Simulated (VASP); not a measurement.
**SnTe: single point with BLYP+D3(BJ)**

SnTe:

```xyz
2
Lattice="5.0651 0.0000 0.0000 2.5325 4.3865 0.0000 2.5325 1.4622 4.1356" Properties=species:S:1:pos:R:3 pbc="T T T"
Sn    0.0000    0.0000    0.0000
Te    7.5976    4.3865    3.1017
```

```yaml
Program: VASP 6.6.1
Task: single point
Functional: BLYP
Dispersion: D3(BJ)
Potentials_or_basis: VASP PAW PBE potentials, release 64 (Sn_d, Te)
Cutoff: 500 eV
k_mesh: 4 × 4 × 4
Occupations: gaussian, width 0.01 eV
Spin: no spin polarisation
Dipole_correction: no
Further_INCAR_settings: ALGO = Normal; EDIFF = 1e-06; NBANDS = 17
```

The pressure is 0.0 GPa. The band gap on the k mesh is 0.07 eV, indirect (least direct gap 0.79 eV) and the dispersion energy per atom is -0.636 eV.

Levels at points of the mesh, in eV from the valence-band top:
| k point | band 6 | band 7 | band 8 | band 9 | band 10 | band 11 | band 12 | band 13 | band 14 | band 15 |
| --- | --- | --- | --- | --- | --- | --- | --- | --- | --- | --- |
| (0.00, 0.00, 0.00) | -11.69 | -5.26 | -1.99 | -1.99 | -1.99 | 0.95 | 0.95 | 0.95 | 4.24 | 6.52 |
| (0.50, 0.00, 0.00) | -11.12 | -7.15 | -2.54 | -2.54 | -2.11 | 1.77 | 1.77 | 3.42 | 5.78 | 6.50 |
| (0.50, 0.50, 0.00) | -10.89 | -7.53 | -3.22 | -3.22 | -0.72 | 0.07 | 3.88 | 3.88 | 5.54 | 6.53 |

It took 30 s on 1 thread of Intel(R) Xeon(R) Platinum 8488C (Sapphire Rapids), with other jobs on the host, peak memory 0.24 GiB.

Caveat: the PAW data sets were made with another functional, which shifts forces and pressure a little; spin-orbit coupling is left out, which moves the levels of the heavy elements. A k mesh can miss the band edges.
